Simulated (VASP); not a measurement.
# MnH4: single point with PBE

Crystal: MnH4.

```
CELL_PARAMETERS angstrom
1.71006 -3.88200 0.00000
1.71006 3.88200 0.00000
0.00000 0.00000 3.33216
ATOMIC_POSITIONS crystal
Mn 0.00000 0.00000 0.50000
H 0.13703 0.86297 0.00000
H 0.86297 0.13703 0.00000
H 0.50000 0.50000 0.50000
H 0.00000 0.00000 0.00000
```

The cell was built from a structure type or drawn by symmetry, and may not be a known phase.

```json
{
  "Program": "VASP 6.6.1",
  "Task": "single point",
  "Functional": "PBE",
  "Potentials or basis": "VASP PAW PBE potentials, release 64 (Mn_pv, H)",
  "Cutoff": "520 eV",
  "k mesh": "6 × 6 × 6",
  "Occupations": "gaussian, width 0.1 eV",
  "Spin": "collinear spin, ferromagnetic start",
  "Starting moments": "[4.0, 0.0, 0.0, 0.0, 0.0] μB",
  "Dipole correction": "no",
  "Further INCAR settings": "ALGO = Normal; EDIFF = 1e-07; NBANDS = 20"
}
```

* Pressure: -0.1 GPa
* Largest force: 0.026 eV/Å
* Net moment: 3.69 μB per cell
* Site moments: Mn +3.51; H -0.02, -0.01 (each value once) μB
* Valence electrons inside the program's atomic spheres: Mn 11.58; H 0.52, 0.58, 0.61 (each value once)

Forces on the atoms (eV/Å):
```
Mn   0.000  0.000  0.000
H    0.000  0.026  0.000
H    0.000 -0.026  0.000
H    0.000  0.000  0.000
H    0.000  0.000  0.000
```

Stress tensor (GPa, compression positive):
```
-0.05  0.00  0.00
 0.00 -0.24  0.00
 0.00  0.00  0.11
```

Levels at points of the mesh, in eV from the Fermi level:
Spin up:
```
           k point  band 7  band 8  band 9  band 10  band 11  band 12  band 13  band 14
(0.00, 0.00, 0.00)   -2.54   -2.54   -2.33    -1.85     3.05     4.38     6.85     7.62
(0.50, 0.00, 0.00)   -2.62   -2.60   -2.54    -2.54    -1.72     4.84     7.83     9.14
(0.50, 0.50, 0.00)   -2.61   -2.45   -2.33    -2.33     3.22     6.39     6.50     8.06
(0.00, 0.00, 0.50)   -2.73   -2.68   -2.48    -1.89     2.23     3.71     6.88     7.45
(0.50, 0.00, 0.50)   -3.07   -2.85   -2.55    -2.29     1.33     1.74     5.25     5.46
(0.50, 0.50, 0.50)   -2.75   -2.46   -2.40    -0.98     0.44     1.55     7.64     9.55
```
Spin down:
| k point | band 4 | band 5 | band 6 | band 7 | band 8 | band 9 | band 10 | band 11 |
| --- | --- | --- | --- | --- | --- | --- | --- | --- |
| (0.00, 0.00, 0.00) | -10.87 | -5.02 | -1.74 | -1.15 | 0.59 | 1.06 | 1.18 | 4.71 |
| (0.50, 0.00, 0.00) | -10.09 | -4.14 | -2.53 | -0.56 | 0.56 | 0.65 | 0.74 | 1.20 |
| (0.50, 0.50, 0.00) | -10.35 | -4.96 | -4.78 | 0.45 | 0.56 | 1.05 | 1.35 | 5.32 |
| (0.00, 0.00, 0.50) | -9.29 | -5.27 | -3.19 | 0.03 | 0.42 | 0.83 | 1.30 | 3.63 |
| (0.50, 0.00, 0.50) | -8.65 | -3.75 | -2.85 | -0.82 | 0.40 | 0.67 | 0.94 | 3.26 |
| (0.50, 0.50, 0.50) | -8.75 | -5.01 | -4.81 | 0.37 | 0.75 | 1.42 | 1.53 | 2.31 |

Run time: 52 s on 1 thread of AMD EPYC 9R45 96-Core Processor (Zen 5), with other jobs on the host, peak memory 0.2 GiB.
